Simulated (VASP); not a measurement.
A run of VASP 6.6.1 is set up as follows.

Contents of INCAR:

```
SYSTEM = AlNi
ALGO = Normal ; EDIFF = 1E-6
ENCUT = 600 ; GGA = PE
GGA_COMPAT = .FALSE. ; ISIF = 2
ISMEAR = -1 ; LASPH = .TRUE.
LCHARG = .FALSE. ; LREAL = .FALSE.
LWAVE = .FALSE. ; NBANDS = 21
NELM = 120 ; PREC = Accurate
SIGMA = 0.1
```

File KPOINTS:

```
k-points
0
G
  13 9 9
  0 0 0
```

POSCAR

```
AlNi
1.0
    0.0000000000      0.0000000000      2.8935740570
    2.8935740570     -2.8935740570      0.0000000000
    2.8935740570      2.8935740570      0.0000000000
Ni Al
2 2
Direct
    0.0000000000      0.0000000000      0.0000000000
    0.0000000000      0.5000000000      0.5000000000
    0.5000000000      0.5000000000      0.0000000000
    0.5000000000      0.0000000000      0.5000000000
```

Potentials or basis: VASP PAW PBE potentials, release 64 (Ni, Al).

Launch:

```bash
$ cat potpaw_PBE.64/Ni/POTCAR potpaw_PBE.64/Al/POTCAR > POTCAR
$ mpirun -np 1 vasp_std > vasp.out
```

Q: What does it give for the pressure?

A: -0.1 GPa.

Q: What does it give for the band gap on the k mesh?

A: Zero (bands 13 and 14 overlap by 2.80 eV).

Spin polarisation is off, so any magnetic state and its effect on volume and gap are missing.
